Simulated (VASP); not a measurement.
Here is a VASP 6.6.1 calculation.

INCAR

```
ALGO = Normal
EDIFF = 1E-6
ENCUT = 520
GGA = PE
ISIF = 2
ISMEAR = 0
LASPH = True
LCHARG = True
LELF = True
LREAL = False
LVHAR = True
LWAVE = False
NBANDS = 16
NELM = 80
PREC = Accurate
SIGMA = 0.05
```

File KPOINTS:

```
k-points
0
Gamma
  12 12 12
```

POSCAR

```
Si
1.0
   -3.2973930244      3.2973930244      2.1462731196
    3.2973930244     -3.2973930244      2.1462731196
    3.2973930244      3.2973930244     -2.1462731196
Si
4
Direct
    0.1786105079      0.1786105079      0.3572210158
    0.8213894921      0.8213894921      0.6427789842
    0.1786105079      0.8213894921      0.0000000000
    0.8213894921      0.1786105079      0.0000000000
```

Potentials or basis: VASP PAW PBE potentials, release 64 (Si).

Run with:

```sh
$ cat potpaw_PBE.64/Si/POTCAR > POTCAR
$ mpirun -np 1 vasp_std > vasp.out
```

Task: Predict the band gap on the k mesh.

Result: Zero (band 8 reaches 4.66 eV, above the bottom of band 9 at 4.42 eV).

Task: Predict the pressure.

Result: -4.5 GPa.

Task: Estimate the largest force.

Result: 0.920 eV/Å.

Forces on the atoms (eV/Å):
```
Si   0.650  0.650  0.000
Si  -0.650 -0.650  0.000
Si  -0.650  0.650  0.000
Si   0.650 -0.650  0.000
```
